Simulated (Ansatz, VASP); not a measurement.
**Re: VASP beside Ansatz**

INCAR

```
PREC     = Accurate       # precision mode
ENCUT    = 520            # plane-wave cutoff, eV
EDIFF    = 1E-7           # SCF threshold, eV
ISMEAR   = -1             # smearing method
SIGMA    = 0.15           # smearing width, eV
LREAL    = F              # projectors in reciprocal space
LASPH    = T              # aspherical terms in the spheres
NELM     = 150            # most SCF steps
ALGO     = Normal         # electronic algorithm
ISIF     = 2              # what is computed and relaxed
LWAVE    = F              # write WAVECAR
LCHARG   = T              # write CHGCAR
MAGMOM   = 0 0 0          # initial moments
LORBIT   = 11             # projections on sites
LSORBIT  = T              # spin-orbit coupling
GGA_COMPAT= F            
LORBMOM  = T            
LMAXMIX  = 4              # l up to which the mixer works
GGA      = PE             # functional
LVHAR    = T            
NBANDS   = 18             # bands
```

KPOINTS

```
regular mesh
0
Gamma
  4 4 4
```

File POSCAR:

```
Re
1.0
    0.0000000000      1.9574000000      1.9574000000
    1.9574000000      0.0000000000      1.9574000000
    1.9574000000      1.9574000000      0.0000000000
Re
1
Direct
    0.0000000000      0.0000000000      0.0000000000
```

Input for Ansatz:

```yaml
crystal:
  lattice:
    - [0, 1.9574, 1.9574]
    - [1.9574, 0, 1.9574]
    - [1.9574, 1.9574, 0]
  atoms:
    - { symbol: Re, position: [0, 0, 0] }
kpoints:
  mp_grid: { grid: [4, 4, 4] }
hamiltonian:
  xc: pbe
  pseudopotentials:
    kind: paw_fr
    azcp:
      Re: "pseudopotentials/pbe/paw/ansatz_paw_generated_hard_1/Re.paw.azcp"
scf:
  occupations: { method: fermi_dirac, width: 0.15 }
  convergence: { dr2_threshold: "1e-9 eV" }
  max_iter: 300
output:
  forces: true
  stress: true
  eigenvalues: true
magnetization:
  noncollinear: true
  spin_orbit: true
```

Alike in both runs: task single point; functional PBE; k mesh 4 × 4 × 4; occupations fermi-dirac, width 0.15 eV; non-collinear spin, spin-orbit coupling.

|  | VASP | Ansatz |
| --- | --- | --- |
| version | VASP 6.6.1 | Ansatz 0.2.0 development build |
| potentials or method | VASP PAW PBE potentials, release 64 (Re) | plane waves, PAW datasets (generated hard set |
| plane-wave cutoff (eV) | 520 | 700 |
| valence electrons in the cell | 7 | 29 |

|  | VASP | Ansatz | Ansatz less VASP |
| --- | --- | --- | --- |
| net moment per atom (μB) | 0.00 | 0.00 | 0.000 |

With one functional, cell and mesh, what is left measures potentials, basis and numerics. VASP's potentials hold 7 valence electrons a cell and Ansatz's 29, so a difference there can come from the potentials and not from the codes. Ansatz's warnings: stress scf threshold loose.

The k mesh is coarse, so the values compare programs but aren't converged.
